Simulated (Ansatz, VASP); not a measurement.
**SrTiO3 in VASP and in Ansatz**

The input INCAR:

```
SYSTEM = SrTiO3
ALGO = Normal
EDIFF = 1E-6
ENCUT = 520
GGA = PE
ISIF = 2
ISMEAR = 0
LASPH = .TRUE.
LCHARG = .FALSE.
LREAL = .FALSE.
LWAVE = .FALSE.
NBANDS = 28
NELM = 80
PREC = Accurate
SIGMA = 0.05
```

KPOINTS

```
k-points
0
G
  8 8 8
  0 0 0
```

Contents of POSCAR:

```
SrTiO3
1.0
    4.0283245985      0.0000000000      0.0000000000
    0.0000000000      4.0283245985      0.0000000000
    0.0000000000      0.0000000000      3.7525791173
Sr Ti O
1 1 3
Direct
    0.0020505763      0.0000000000      0.0000000000
    0.5096807686      0.5000000000      0.5000000000
   -0.0146326242      0.5000000000      0.5000000000
    0.4872194045      0.0000000000      0.5000000000
    0.4872194045      0.5000000000      0.0000000000
```

Input for Ansatz:

```yaml
crystal:
  lattice:
    - [4.0283245985, 0.0, 0.0]
    - [0.0, 4.0283245985, 0.0]
    - [0.0, 0.0, 3.7525791173]
  atoms:
    - { symbol: Sr, position: [0.0020505763, 0.0, 0.0] }
    - { symbol: Ti, position: [0.5096807686, 0.5, 0.5] }
    - { symbol: O, position: [-0.0146326242, 0.5, 0.5] }
    - { symbol: O, position: [0.4872194045, 0.0, 0.5] }
    - { symbol: O, position: [0.4872194045, 0.5, 0.0] }
basis:
  ecutwfc: 520.0
kpoints:
  mp_grid: { grid: [8, 8, 8] }
hamiltonian:
  xc: pbe
  pseudopotentials: { kind: paw, azcp: { folder: soft_1 } }
scf:
  occupations: { method: gaussian, width: 0.05 }
output:
  forces: true
  stress: true
  eigenvalues: true
```

Change from the starting cell: mode 1 frozen in at -0.058 Å, strain +e along z and -e/2 along x and y -0.0467.

Alike in both runs: task single point; functional PBE; k mesh 8 × 8 × 8; occupations gaussian, width 0.05 eV; no spin polarisation.

```csv
,VASP,Ansatz
version,VASP 6.6.1,Ansatz 0.2.0
potentials or method,"VASP PAW PBE potentials, release 64 (Sr_sv, Ti_sv, O), cutoff 520 eV","scalar-relativistic, plane waves, PAW"
valence electrons in the cell,40,40
```

|  | VASP | Ansatz | Ansatz less VASP |
| --- | --- | --- | --- |
| gap on the k mesh at the Fermi level (eV) | 1.88 | 1.91 | +0.032 |
| least direct gap on the mesh (eV) | 2.33 | 2.35 | +0.017 |
| pressure (GPa) | 2.8 | 2.1 | -0.67 |
| traceless stress, the component that is largest in VASP (GPa) | 11.21 | 11.07 | -0.143 |
| rms of the force components (eV/Å) | 0.087 | 0.096 | +0.0088 |

Atom by atom the forces differ by 0.011 eV/Å (rms over components). The functional is the same, so the differences come from potentials, cutoffs and numerics.
